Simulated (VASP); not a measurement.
# N (P1) in VASP: single point with BLYP

Aim: the single point of N with BLYP.

All numbers are computed with VASP 6.6.1; they aren't measurements. Logs are shortened: lines on timing, memory, paths and dates and some standing lists are left out, and cuts for length are marked.

## 1. The cell of the first run

The typed cell holds 8 atoms: a = 5.657 Å, b = 5.584 Å, c = 5.517 Å, α = 89.23°, β = 89.25°, γ = 89.39°.

## 2. Single point, BLYP

The input, POSCAR:

```
N
1.0
    5.6567375600      0.0300233400      0.0366368400
    0.0300233400      5.5841500800      0.0370383600
    0.0366368400      0.0370383600      5.5170012500
N
8
Direct
    0.0541160100      0.0544974600      0.0593499000
    0.4571899700      0.9470966300      0.5500927900
    0.5715609900      0.4758827800      0.9531630100
    0.9263988100      0.5396000700      0.4402021400
    0.9339768700      0.9813006200      0.9480252000
    0.5531681800      0.0399347200      0.4502786200
    0.4425017900      0.5531472100      0.0360736800
    0.0584781900      0.4580957200      0.5624202700
```

The input, INCAR.step1:

```
  AGGAC = 1.0
  AGGAX = 1.0
  ALDAC = 0.0
  ALDAX = 1.0
  ALGO = Normal
  EDIFF = 1E-7
  ENCUT = 520
  GGA = B5
  ISIF = 2
  ISMEAR = -1
  LASPH = True
  LCHARG = True
  LREAL = False
  LWAVE = False
  NBANDS = 30
  NELM = 80
  PREC = Accurate
  SIGMA = 0.1
```

The input, KPOINTS.step1:

```
k-points
0
Gamma
  3 3 3
```

The input, INCAR.step2:

```
  AGGAC = 1.0
  AGGAX = 1.0
  ALDAC = 0.0
  ALDAX = 1.0
  ALGO = Normal
  EDIFF = 1E-7
  ENCUT = 520
  GGA = B5
  ICHARG = 11
  ISIF = 2
  ISMEAR = -5
  LASPH = True
  LCHARG = False
  LORBIT = 11
  LREAL = False
  LWAVE = False
  NBANDS = 30
  NEDOS = 2001
  NELM = 80
  PREC = Accurate
  SIGMA = 0.1
```

The input, KPOINTS.step2:

```
k-points
0
Gamma
  5 5 5
```

Potentials or basis: VASP PAW PBE potentials, release 64 (N).

On the command line:

```console
$ cat potpaw_PBE.64/N/POTCAR > POTCAR
$ cp INCAR.step1 INCAR
$ cp KPOINTS.step1 KPOINTS
$ mpirun -np 1 vasp_std > vasp.out
$ cp INCAR.step2 INCAR
$ cp KPOINTS.step2 KPOINTS
$ mpirun -np 1 vasp_std > vasp.out
```

OUTCAR:

```text
EDIFF = 1E-7
   ENCUT = 520
   GGA = B5
   ICHARG = 11
   ISIF = 2
   ISMEAR = -5
   LASPH = True
   LORBIT = 11
   LREAL = False
   NELM = 80
   PREC = Accurate

 ion  position               nearest neighbor table
   1  0.054  0.054  0.059-   5 1.01
   2  0.457  0.947  0.550-   6 0.93
   3  0.572  0.476  0.953-   7 0.96
   4  0.926  0.540  0.440-   8 1.10
   5  0.934  0.981  0.948-   1 1.01
   6  0.553  0.040  0.450-   2 0.93
   7  0.443  0.553  0.036-   3 0.96
   8  0.058  0.458  0.562-   4 1.10

  LATTYP: Found a triclinic cell.
 ALAT       =     7.8498391945
 B/A-ratio  =     0.7028484385
 C/A-ratio  =     1.0071817888
 COS(alpha) =     0.0000409418
 COS(beta)  =     0.5101930270
 COS(gamma) =     0.6933705534

  Lattice vectors:

 A1 = (  -5.6201007200,   0.0070150200,   5.4803644100)
 A2 = (   0.0366368400,   0.0370383600,   5.5170012500)
 A3 = (  -5.6267142200,   5.5541267400,   0.0004015200)

Analysis of symmetry for initial positions (statically):
=====================================================================
 Subroutine PRICEL returns:
 Original cell was already a primitive cell.

 Routine SETGRP: Setting up the symmetry group for a
 triclinic supercell.

 Subroutine GETGRP returns: Found  1 space group operations
 (whereof  1 operations were pure point group operations)
 out of a pool of  2 trial point group operations.

The static configuration has the point symmetry C_1 .

Analysis of symmetry for dynamics (positions and initial velocities):
=====================================================================
 Subroutine PRICEL returns:
 Original cell was already a primitive cell.

 Routine SETGRP: Setting up the symmetry group for a
 triclinic supercell.

 Subroutine GETGRP returns: Found  1 space group operations
 (whereof  1 operations were pure point group operations)
 out of a pool of  2 trial point group operations.

The dynamic configuration has the point symmetry C_1 .

 Subroutine INISYM returns: Found  1 space group operations
 (whereof  1 operations are pure point group operations),
 and found     1 'primitive' translations

----------------------------------------------------------------------------------------

                                     Primitive cell

  volume of cell :     174.2513

  direct lattice vectors                    reciprocal lattice vectors
     5.656737560  0.030023340  0.036636840     0.176792909 -0.000942787 -0.001167702
     0.030023340  5.584150080  0.037038360    -0.000942787  0.179091284 -0.001196068
     0.036636840  0.037038360  5.517001250    -0.001167702 -0.001196068  0.181273673

  length of vectors
     5.656935874  5.584353620  5.517247220     0.176799279  0.179097759  0.181281380

  position of ions in fractional coordinates (direct lattice)
     0.054116010  0.054497460  0.059349900
     0.457189970  0.947096630  0.550092790
     0.571560990  0.475882780  0.953163010
     0.926398810  0.539600070  0.440202140
     0.933976870  0.981300620  0.948025200
     0.553168180  0.039934720  0.450278620
     0.442501790  0.553147210  0.036073680
     0.058478190  0.458095720  0.562420270

  ion indices of the primitive-cell ions
   primitive index   ion index
                 1           1
                 2           2
                 3           3
                 4           4
                 5           5
                 6           6
                 7           7
                 8           8

----------------------------------------------------------------------------------------

 KPOINTS: k-points

Automatic generation of k-mesh.
 Grid dimensions read from file:
 generate k-points for:    5    5    5

 Generating k-lattice:

  Cartesian coordinates                     Fractional coordinates (reciprocal lattice)
     0.035358582 -0.000188557 -0.000233540     0.200000000 -0.000000000  0.000000000
    -0.000188557  0.035818257 -0.000239214    -0.000000000  0.200000000  0.000000000
    -0.000233540 -0.000239214  0.036254735     0.000000000  0.000000000  0.200000000

  Length of vectors
     0.035359856  0.035819552  0.036256276

  Shift w.r.t. Gamma in fractional coordinates (k-lattice)
     0.000000000  0.000000000  0.000000000

 TETIRR: Found    372 inequivalent tetrahedra from      750

 Subroutine IBZKPT returns following result:
 ===========================================

 Found     63 irreducible k-points:

 Following reciprocal coordinates:
            Coordinates               Weight
  0.000000  0.000000  0.000000      1.000000
  0.200000 -0.000000 -0.000000      2.000000
  0.400000 -0.000000  0.000000      2.000000
 -0.000000  0.200000 -0.000000      2.000000
  0.200000  0.200000  0.000000      2.000000
  0.400000  0.200000  0.000000      2.000000
[... 16 lines left out ...]
 -0.200000  0.200000  0.200000      2.000000
 -0.000000  0.400000  0.200000      2.000000
 [... further k-points ...]
   k-points           NKPTS =     63   k-points in BZ     NKDIM =     63   number of bands    NBANDS=     30
   number of dos      NEDOS =   2001   number of ions     NIONS =      8
   total plane-waves  NPLWV =  74088
   dimension x,y,z NGX =    42 NGY =   42 NGZ =   42
   dimension x,y,z NGXF=    84 NGYF=   84 NGZF=   84
   ions per type =               8
   NGX,Y,Z   is equivalent  to a cutoff of  12.34, 12.50, 12.66 a.u.
   NGXF,Y,Z  is equivalent  to a cutoff of  24.69, 25.01, 25.31 a.u.
 SYSTEM =  unknown system
   PREC   = accura    normal or accurate (medium, high low for compatibility)
   ISTART =      0    job   : 0-new  1-cont  2-samecut
   ICHARG =     11    charge: 1-file 2-atom 10-const
   ISPIN  =      1    spin polarized calculation?
   LNONCOLLINEAR =      F non collinear calculations
   LSORBIT =      F    spin-orbit coupling
   LASPH  =      T    aspherical Exc in radial PAW
   ENCUT  =  520.0 eV  38.22 Ry    6.18 a.u.  10.52 10.38 10.26*2*pi/ulx,y,z
   NELM   =     80;   NELMIN=  2; NELMDL=  0     # of ELM steps
   EDIFF  = 0.1E-06   stopping-criterion for ELM
   LREAL  =      F    real-space projection
   EDIFFG = 0.1E-05   stopping-criterion for IOM
   NSW    =      0    number of steps for IOM
   IBRION =     -1    ionic relax: 0-MD 1-quasi-New 2-CG
   NFREE  =      0    steps in history (QN), initial steepest desc. (CG)
   ISIF   =      2    stress and relaxation
   ISYM   =      2    0-nonsym 1-usesym 2-fastsym
   POTIM  = 0.5000    time-step for ionic-motion
   TEBEG  =    0.0;   TEEND  =   0.0 temperature during run
   PSTRESS=    0.0 pullay stress
   NELECT =      40.0000    total number of electrons
   NUPDOWN=      -1.0000    fix difference up-down
   EMIN   =  10.00;   EMAX   =-10.00  energy-range for DOS
   EFERMI =   0.00;   METHOD = LEGACY
   ISMEAR =    -5;   SIGMA  =   0.10  broadening in eV -4-tet -1-fermi 0-gaus
   EFERMI_NEDOS =   21; number of points for ismear=-14 and -15
   IALGO  =     38    algorithm
   IMIX   =      4    mixing-type and parameters
     AMIX     =   0.40;   BMIX     =  1.00
     AMIX_MAG =   1.60;   BMIX_MAG =  1.00
  volume/ion in A,a.u.               =      21.78       146.99
  Fermi-wavevector in a.u.,A,eV,Ry     =   1.002389  1.894240 13.670904  1.004783
  Thomas-Fermi vector in A             =   2.134873
   LORBIT       =     11    0 simple, 1 ext, 2 COOP (PROOUT), +10 PAW based schemes
   GGA     = B5    functional components
   LHFCALC =     F    Hartree Fock is set to
   AEXX    =    0.0000 exact exchange contribution
   IVDW    =     0    specifies the selected vdW correction
   LEPSILON=     F    determine dielectric tensor
   LRPA    =     F    only Hartree local field effects (RPA)
 non-spin polarized calculation
 Fermi weights with tetrahedron method with Bloechl corrections
  energy-cutoff  :      520.00
  volume of cell :      174.25
 maximum number of plane-waves:      4711
 NGX is ok and might be reduce to    42

 number of electron      39.9999999 magnetization

 Free energy of the ion-electron system (eV)
  ---------------------------------------------------
  ext. energy  EPLUGINS =         0.00000000
  ---------------------------------------------------
  free energy    TOTEN  =       -56.58820968 eV

  energy without entropy =      -56.58820968  energy(sigma->0) =      -56.58820968

 E-fermi :  -6.3783     XC(G=0):  -6.3165

 val. band max:       -6.3790087528   @ k =  -0.0000   0.2000  -0.0000
 cond. band min:       1.3335798739   @ k =   0.0000   0.0000   0.0000
 fundamental gap:      7.7125886267
 Fermi energy:        -6.3782627927

 k-point     1 :       0.0000    0.0000    0.0000
  band No.  band energies     occupation
      1     -27.3552      2.00000
      2     -26.8408      2.00000
      3     -25.9876      2.00000
      4     -24.5890      2.00000
      5      -9.9522      2.00000
      6      -9.7515      2.00000
[... 22 lines left out ...]
     29       5.0033      0.00000
     30       7.2439      0.00000

 k-point     2 :       0.2000   -0.0000   -0.0000
  band No.  band energies     occupation
      1     -27.3551      2.00000
      2     -26.8405      2.00000
      3     -25.9875      2.00000
      4     -24.5890      2.00000
      5      -9.9260      2.00000
      6      -9.7415      2.00000
[... 718 lines left out ...]
 k-point    24 :      -0.0000    0.4000    0.2000
  band No.  band energies     occupation
      1     -27.3550      2.00000
      2     -26.8406      2.00000
      3     -25.9874      2.00000
      4     -24.5890      2.00000
      5      -9.8735      2.00000
      6      -9.7338      2.00000
[... 22 lines left out ...]
     29       5.5051      0.00000
     30       6.1111      0.00000

 [... further k-points ...]

------------------------ aborting loop because EDIFF is reached ----------------------------------------

  FORCE on cell =-STRESS in cart. coord.  units (eV):
  Direction    XX          YY          ZZ          XY          YZ          ZX
  --------------------------------------------------------------------------------------
  -------------------------------------------------------------------------------------
  Total       50.7269348     28.1886852     35.4380693      9.2047374     -3.6974706    -22.9400306
  in kB      466.4157621    259.1847341    325.8401907     84.6342215    -33.9969004   -210.9252589
  external PRESSURE =     350.4802290 kB  Pullay stress =       0.0000000 kB

 VOLUME and BASIS-vectors are now :
 -----------------------------------------------------------------------------
  energy-cutoff  :      520.00
  volume of cell :      174.25
      direct lattice vectors                 reciprocal lattice vectors
     5.656737560  0.030023340  0.036636840     0.176792909 -0.000942787 -0.001167702
     0.030023340  5.584150080  0.037038360    -0.000942787  0.179091284 -0.001196068
     0.036636840  0.037038360  5.517001250    -0.001167702 -0.001196068  0.181273673

 POSITION                                       TOTAL-FORCE (eV/Angst)
 -----------------------------------------------------------------------------------
      0.30993      0.30814      0.33143        14.103328      8.542712     12.762292
      2.63479      5.32283      3.08669       -33.165324    -31.639836     33.249126
      3.28238      2.70986      5.29717        31.215334    -18.587547    -19.650208
      5.27272      3.05733      2.48252        -0.642224      0.409412     -0.584327
      5.34746      5.54288      5.30082       -14.076755     -8.566309    -12.765652
      3.14682      0.25629      2.50593        33.138593     31.662731    -33.255663
      2.52105      3.10348      0.23572       -31.248396     18.575616     19.669051
      0.36515      2.58066      3.12198         0.675445     -0.396779      0.575382
 -----------------------------------------------------------------------------------
    total drift:                                0.000354      0.000291      0.000554

  FREE ENERGIE OF THE ION-ELECTRON SYSTEM (eV)
  ---------------------------------------------------
  free  energy   TOTEN  =       -56.5882096817 eV

  energy  without entropy=      -56.5882096817  energy(sigma->0) =      -56.58820968

 total charge

# of ion       s       p       d       tot
------------------------------------------
    1        1.401   2.669   0.000   4.070
    2        1.447   2.859   0.000   4.306
    3        1.430   2.789   0.000   4.219
    4        1.365   2.497   0.000   3.862
    5        1.401   2.669   0.000   4.070
    6        1.447   2.859   0.000   4.306
    7        1.430   2.788   0.000   4.218
    8        1.365   2.496   0.000   3.861
--------------------------------------------------
tot         11.287  21.625   0.000  32.911
```

Run time: 3 min. Hardware: 1 thread of AMD EPYC 7R13 (Zen 3), shared host; peak memory 0.33 GiB.

What came out:

```
Valence electrons inside the program's atomic spheres : N 4.07, 4.31, 4.22, 3.86 (each value once)
```

Caveat: the standard files for N, O and F lose accuracy on very short bonds; atoms lie so close that the PAW spheres overlap strongly, which falsifies energies and pressures; this functional lacks dispersion, which holds the molecules together, so the pressure and a relaxed volume are unreliable; the PAW data sets were made with another functional, which shifts forces and pressure a little.
